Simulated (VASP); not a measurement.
Here is a VASP 6.6.1 calculation.

File INCAR:

```
SYSTEM = SrCd
PREC = Accurate ; ENCUT = 520
EDIFF = 1E-7 ; ISMEAR = -1
SIGMA = 0.08 ; LREAL = .False.
LASPH = .True. ; NELM = 60
ALGO = Normal ; ISIF = 2
LWAVE = .False. ; LCHARG = .False.
NBANDS = 18
```

The input KPOINTS:

```
Automatic mesh
0
Gamma
  10 10 10
  0 0 0
```

POSCAR

```
SrCd
1.0
    3.9229400000      0.0000000000      0.0000000000
    0.0000000000      3.9229400000      0.0000000000
    0.0000000000      0.0000000000      4.0030000000
Sr Cd
1 1
Direct
    0.5000000000      0.5000000000      0.5000000000
    0.0000000000      0.0000000000      0.0000000000
```

Potentials or basis: VASP PAW LDA potentials, release 64 (Sr_sv, Cd).

Command:

```console
$ cat potpaw_LDA.64/Sr_sv/POTCAR potpaw_LDA.64/Cd/POTCAR > POTCAR
$ mpirun -np 1 vasp_std > vasp.out
```

Question: Estimate the pressure.

Answer: -0.9 GPa.

Question: Estimate the band gap on the k mesh.

Answer: Zero (band 11 reaches 3.57 eV, above the bottom of band 12 at 1.40 eV).

Stress tensor (GPa, compression positive):
```
-0.72  0.00  0.00
 0.00 -0.72  0.00
 0.00  0.00 -1.30
```

Caveat: the cell differs from its parent crystal (equal xx and yy strain of -2 %).
